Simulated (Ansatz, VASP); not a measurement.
# One calculation of Y, two programs

INCAR

```
SYSTEM = Y
PREC = Accurate ; ENCUT = 520
EDIFF = 1E-6 ; ISMEAR = 0
SIGMA = 0.15 ; LREAL = .False.
LASPH = .True. ; NELM = 80
ALGO = Fast ; ISIF = 2
LWAVE = .False. ; LCHARG = .False.
GGA = PS ; NBANDS = 12
```

Contents of KPOINTS:

```
Automatic mesh
0
Gamma
  18 18 18
  0 0 0
```

File POSCAR:

```
Y
1.0
    0.0000000000      2.5550365509      2.3506336268
    2.5550365509      0.0000000000      2.3506336268
    2.5550365509      2.5550365509      0.0000000000
Y
1
Direct
    0.0000000000      0.0000000000      0.0000000000
```

Input for Ansatz:

```yaml
crystal:
  lattice:
    - [0.0, 2.5550365509, 2.3506336268]
    - [2.5550365509, 0.0, 2.3506336268]
    - [2.5550365509, 2.5550365509, 0.0]
  atoms:
    - { symbol: "Y", position: [0.0, 0.0, 0.0] }
basis:
  ecutwfc: 420
kpoints:
  mp_grid: { grid: [18, 18, 18] }
hamiltonian:
  xc: pbesol
scf:
  occupations: { method: gaussian, width: 0.15 }
output:
  forces: true
  stress: true
  eigenvalues: true
```

Alike in both runs: task single point; functional PBEsol; k mesh 18 × 18 × 18; occupations gaussian, width 0.15 eV; no spin polarisation.

|  | VASP | Ansatz |
| --- | --- | --- |
| version | VASP 6.6.1 | Ansatz 0.2.0 |
| potentials or method | VASP PAW PBE potentials, release 64 (Y_sv), cutoff 520 eV | scalar-relativistic, plane waves, PAW |
| valence electrons in the cell | 11 | 11 |

Ansatz gave:

- gap on the k mesh at the Fermi level (eV): none
- pressure (GPa): 0.2
- traceless stress, the component that is largest in VASP (GPa): 1.44

**Question.** What did VASP give for the same quantities?

**Answer.** gap on the k mesh at the Fermi level (eV): none; pressure (GPa): 0.1; traceless stress, the component that is largest in VASP (GPa): 1.45.

VASP's potentials were made for PBE, not for PBEsol. A gap of «none» marks a metal or a gap that the smearing closes.
